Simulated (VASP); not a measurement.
The system is CdO.

```
CELL_PARAMETERS angstrom
0.00000 2.34815 2.34815
2.34815 0.00000 2.34815
2.34815 2.34815 0.00000
ATOMIC_POSITIONS crystal
Cd 0.00000 0.00000 0.00000
O 0.50000 0.50000 0.50000
```

Base run:

```yaml
Program: VASP 6.6.1
Functional: PBE
Potentials_or_basis: VASP PAW PBE potentials, release 64 (Cd, O)
Cutoff: 600 eV
k_mesh: 8 × 8 × 8
Occupations: gaussian, width 0.05 eV
Spin: no spin polarisation
```

Its results: band gap on the k mesh zero (band 9 reaches 2.05 eV, above the bottom of band 10 at 1.63 eV); pressure 7.6 GPa.

The run is repeated on the same cell with these changes: functional from PBE to BLYP. What comes out?

Band gap on the k mesh zero (band 9 reaches 2.43 eV, above the bottom of band 10 at 2.16 eV); pressure 13.6 GPa.

BLYP binds less tightly than PBE, so the same cell stands under more pressure.

Caveats: the PAW data sets were made with another functional, which shifts forces and pressure a little (some runs).
